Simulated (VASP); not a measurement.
# AlN (P6_3mc) in VASP: further runs, part 3 of 3

VASP 6.6.1.

## Step 6: Single point, PBEsol (atoms moved along the polar distortion)

The input, INCAR:

```
PREC = Accurate ; ENCUT = 520
EDIFF = 1E-7 ; ISMEAR = 0
SIGMA = 0.01 ; LREAL = False
LASPH = True ; NELM = 80
ALGO = Normal ; ISIF = 2
LWAVE = False ; LCHARG = False
GGA = PS ; NBANDS = 16
```

The input, KPOINTS:

```
regular mesh
0
Gamma
  12 12 8
```

The input, POSCAR:

```
AlN
1.0
    3.1135697640      0.0000000000      0.0000000000
   -1.5567848820      2.6964305121      0.0000000000
    0.0000000000      0.0000000000      4.9831404555
Al N
2 2
Direct
    0.3333333333      0.6666666667     -0.0177038299
    0.6666666667      0.3333333333      0.4822961701
    0.3333333333      0.6666666667      0.3997038299
    0.6666666667      0.3333333333      0.8997038299
```

Potentials or basis: VASP PAW PBE potentials, release 64 (Al, N).

Launch:

```console
cat potpaw_PBE.64/Al/POTCAR potpaw_PBE.64/N/POTCAR > POTCAR
mpirun -np 1 vasp_std > vasp.out
```

OUTCAR:

```text
PREC = Accurate
   ENCUT = 520
   EDIFF = 1E-7
   ISMEAR = 0
   LREAL = False
   LASPH = True
   NELM = 80
   ISIF = 2
   GGA = PS

 ion  position               nearest neighbor table
   1  0.333  0.667  0.982-   4 1.84   4 1.84   4 1.84   3 2.08   2 3.07   2 3.07   2 3.07   2 3.07
                             2 3.07   2 3.07
   2  0.667  0.333  0.482-   3 1.84   3 1.84   3 1.84   4 2.08   1 3.07   1 3.07   1 3.07   1 3.07
                             1 3.07   1 3.07
   3  0.333  0.667  0.400-   2 1.84   2 1.84   2 1.84   1 2.08
[... 662 lines left out ...]
  --------------------------------------------------------------------------------------
  -------------------------------------------------------------------------------------
  Total        2.0695577      2.0695577     -2.5770293      0.0000000      0.0000000     -0.0000000
  in kB       79.2569126     79.2569126    -98.6913238      0.0000000      0.0000000     -0.0000000
  external PRESSURE =      19.9408338 kB  Pullay stress =       0.0000000 kB

 VOLUME and BASIS-vectors are now :
 -----------------------------------------------------------------------------
  energy-cutoff  :      520.00
  volume of cell :       41.84
      direct lattice vectors                 reciprocal lattice vectors
     3.113569764  0.000000000  0.000000000     0.321174753  0.185430330  0.000000000
    -1.556784882  2.696430512  0.000000000     0.000000000  0.370860660  0.000000000
     0.000000000  0.000000000  4.983140456     0.000000000  0.000000000  0.200676663

 POSITION                                       TOTAL-FORCE (eV/Angst)
 -----------------------------------------------------------------------------------
     -0.00000      1.79762      4.89492         0.000000      0.000000      1.274744
      1.55678      0.89881      2.40335        -0.000000      0.000000      1.274744
     -0.00000      1.79762      1.99178        -0.000000      0.000000     -1.274744
      1.55678      0.89881      4.48335         0.000000     -0.000000     -1.274744
 -----------------------------------------------------------------------------------
    total drift:                                0.000000      0.000000      0.000334

  FREE ENERGIE OF THE ION-ELECTRON SYSTEM (eV)
  ---------------------------------------------------
  free  energy   TOTEN  =       -31.0367800633 eV

  energy  without entropy=      -31.0367800633  energy(sigma->0) =      -31.03678006
```

OSZICAR:

```text
N       E                     dE             d eps       ncg     rms          rms(c)
DAV:   1     0.398105440457E+02    0.39811E+02   -0.73523E+03  3040   0.897E+02
DAV:   2    -0.320981903963E+02   -0.71909E+02   -0.66372E+02  4304   0.187E+02
DAV:   3    -0.355707820327E+02   -0.34726E+01   -0.34631E+01  3816   0.426E+01
DAV:   4    -0.355916457804E+02   -0.20864E-01   -0.20862E-01  3760   0.371E+00
DAV:   5    -0.355919158690E+02   -0.27009E-03   -0.27009E-03  3808   0.425E-01    0.119E+01
DAV:   6    -0.310923683130E+02    0.44995E+01   -0.96972E+00  3664   0.226E+01    0.422E+00
DAV:   7    -0.310747760220E+02    0.17592E-01   -0.61296E-01  3352   0.549E+00    0.291E+00
DAV:   8    -0.310409986547E+02    0.33777E-01   -0.71110E-02  3520   0.227E+00    0.586E-01
DAV:   9    -0.310364960246E+02    0.45026E-02   -0.11693E-02  3872   0.807E-01    0.252E-01
DAV:  10    -0.310368534457E+02   -0.35742E-03   -0.13496E-03  3376   0.241E-01    0.145E-01
DAV:  11    -0.310367794336E+02    0.74012E-04   -0.13729E-04  3632   0.884E-02    0.244E-02
DAV:  12    -0.310367803898E+02   -0.95628E-06   -0.60164E-06  3600   0.202E-02    0.664E-03
DAV:  13    -0.310367800533E+02    0.33651E-06   -0.10730E-06  3744   0.807E-03    0.109E-03
DAV:  14    -0.310367800633E+02   -0.99976E-08   -0.60442E-08  1848   0.197E-03
   1 F= -.31036780E+02 E0= -.31036780E+02  d E =-.139178E-57
```

stdout:

```text
POSCAR found type information on POSCAR AlN
 POSCAR found :  2 types and       4 ions
 scaLAPACK will be used
 -----------------------------------------------------------------------------
|                                                                             |
|                                                                             |
|     You enforced a specific xc type in the INCAR file but a different       |
|     I HOPE YOU KNOW WHAT YOU ARE DOING!                                     |
|                                                                             |
 -----------------------------------------------------------------------------

 LDA part: xc-table for (Slater+PW92), standard interpolation
 POSCAR, INCAR and KPOINTS ok, starting setup
 FFT: planning ... GRIDC
 FFT: planning ... GRID_SOFT
 FFT: planning ... GRID
 WAVECAR not read
 entering main loop
```

It took 1.7 min on 1 thread of Intel Xeon 8259CL, shared host; peak memory 0.19 GiB.

What came out:

```
Free energy            : -31.0368 eV
Pressure               : 2.0 GPa
Largest force          : 1.275 eV/Å
Band gap on the k mesh : 3.55 eV
```

Forces on the atoms (eV/Å):
```
Al   0.000  0.000  1.275
Al   0.000  0.000  1.275
N    0.000  0.000 -1.275
N    0.000  0.000 -1.275
```

Caveat: the cell differs from its parent crystal (atoms moved along the polar distortion); the stress differs along the axes, from -10 to 8 GPa; the PAW data sets were made with another functional, which shifts forces and pressure a little.

## Step 7: Summary

| cell | k mesh | smearing | gap on the mesh (eV) | pressure (GPa) | largest force (eV/Å) |
| --- | --- | --- | --- | --- | --- |
| a = 3.112, b = 3.112, c = 4.982 Å, angles 90.0, 90.0, 120.0°, 4 atoms, atomic positions A | 6 × 6 × 4 | gaussian 0.1 eV | 4.12 | 0.2 | - |
| a = 3.114, b = 3.114, c = 4.983 Å, angles 90.0, 90.0, 120.0°, 4 atoms, atomic positions A | 12 × 12 × 8 | gaussian 0.02 eV | 4.11 | 0.0 | - |
| a = 3.114, b = 3.114, c = 4.983 Å, angles 90.0, 90.0, 120.0°, 4 atoms, atomic positions A | 12 × 12 × 8 | gaussian 0.01 eV | 4.11 | 0.0 | - |
| a = 3.114, b = 3.114, c = 4.983 Å, angles 90.0, 90.0, 120.0°, 4 atoms, atomic positions B | 12 × 12 × 8 | gaussian 0.01 eV | 3.84 | 0.5 | 0.85 |
| a = 3.114, b = 3.114, c = 4.983 Å, angles 90.0, 90.0, 120.0°, 4 atoms, atomic positions C | 12 × 12 × 8 | gaussian 0.01 eV | 3.55 | 2.0 | 1.27 |

Alike in all rows: task single point; level PBEsol; potentials or basis VASP PAW PBE potentials, release 64 (Al, N); no spin polarisation; cutoff (eV) 520.

Caveats: the PAW data sets were made with another functional, which shifts forces and pressure a little; the stress differs along the axes, from -6 to 4 GPa (at least some runs); the stress differs along the axes, from -10 to 8 GPa (at least some runs).

Absolute energies hang on the potentials; compare differences alone.
